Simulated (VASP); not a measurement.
# Ga2O3: single point with PBE

Crystal: Ga2O3.

```xyz
10
Lattice="2.5047 1.4461 4.4825 -2.5047 1.4461 4.4825 0.0000 -2.8922 4.4825" Properties=species:S:1:pos:R:3 pbc="T T T"
Ga    0.0000    0.0000    4.7871
Ga    0.0000    0.0000    1.9367
Ga    0.0000    0.0000    8.6605
Ga    0.0000    0.0000   11.5108
O    -0.9863    1.4461    7.8444
O    -0.7592   -1.5772    7.8444
O     1.7455    0.1311    7.8444
O     0.9863   -1.4461    5.6031
O     0.7592    1.5772    5.6031
O    -1.7455   -0.1311    5.6031
```

```yaml
Program: VASP 6.6.1
Task: single point
Functional: PBE
Potentials_or_basis: VASP PAW PBE potentials, release 64 (Ga_d, O)
Cutoff: 520 eV
k_mesh: 6 × 6 × 6
Occupations: gaussian, width 0.05 eV
Spin: no spin polarisation
```

| Item | Value |
| --- | --- |
| Pressure | 7.9 GPa |
| Largest force | 0.016 eV/Å |
| Band gap on the k mesh | 2.72 eV, indirect (least direct gap 2.98 eV) |

Forces on the atoms (eV/Å):
```
Ga   0.000  0.000  0.016
Ga   0.000  0.000 -0.016
Ga   0.000  0.000 -0.016
Ga   0.000  0.000  0.016
O    0.001  0.000  0.000
O    0.000  0.001  0.000
O    0.000 -0.001  0.000
O   -0.001  0.000  0.000
O    0.000 -0.001  0.000
O    0.000  0.001  0.000
```

Stress tensor (GPa, compression positive):
```
7.99 0.00 0.00
0.00 7.99 0.00
0.00 0.00 7.79
```

Levels at points of the mesh, in eV from the valence-band top:
```
           k point  band 41  band 42  band 43  band 44  band 45  band 46  band 47  band 48
(0.00, 0.00, 0.00)    -0.33    -0.31    -0.25    -0.25     2.72     6.61     6.76     8.79
(0.50, 0.00, 0.00)    -0.97    -0.97    -0.15    -0.15     6.33     6.33     6.66     6.66
(0.50, 0.50, 0.00)    -0.86    -0.69    -0.25    -0.15     6.47     6.67     7.51     7.62
(0.50, 0.50, 0.50)    -0.31    -0.31    -0.31    -0.31     5.78     5.78     7.79     7.79
```

It took 6.3 min on 1 thread of AMD EPYC 7R13 (shared host), peak memory 0.28 GiB.

A k mesh can miss the band edges. Expect the measured gap to be larger: semilocal functionals such as PBE lack the derivative discontinuity.
